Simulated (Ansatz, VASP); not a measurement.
**Two plane-wave programs on NaCl**

```
Na Cl
1.0
     0.00000    2.73251    2.73251
     2.73251    0.00000    2.73251
     2.73251    2.73251    0.00000
Na Cl
1 1
Direct
  0.00000 0.00000 0.00000
  0.50000 0.50000 0.50000
```

Alike in both runs: task relaxation of cell and atoms; functional LDA; k mesh 8 × 8 × 8; occupations gaussian, width 0.02 eV; no spin polarisation.

```csv
,VASP,Ansatz
version,VASP 6.6.1,Ansatz 0.2.0
potentials or method,"VASP PAW LDA potentials, release 64 (Na_pv, Cl), cutoff 600 eV","scalar-relativistic, plane waves, PAW"
valence electrons in the cell,14,16
```

Ansatz gave:

```
gap on the k mesh at the Fermi level, each at its own relaxed structure (eV) : 5.07
relaxed volume (Å³/atom)                                                     : 20.40
relaxed cell length with the largest relative difference (Å)                 : 3.864
```

**Question.** What did VASP give for the same quantities?

**Answer.** gap on the k mesh at the Fermi level, each at its own relaxed structure (eV): 5.08; relaxed volume (Å³/atom): 20.42; relaxed cell length with the largest relative difference (Å): 3.865.

LDA's correlation is that of Perdew and Zunger in VASP and of Perdew and Wang (1992) in Ansatz. VASP's potentials hold 14 valence electrons a cell and Ansatz's 16, so a difference there can come from the potentials and not from the codes.
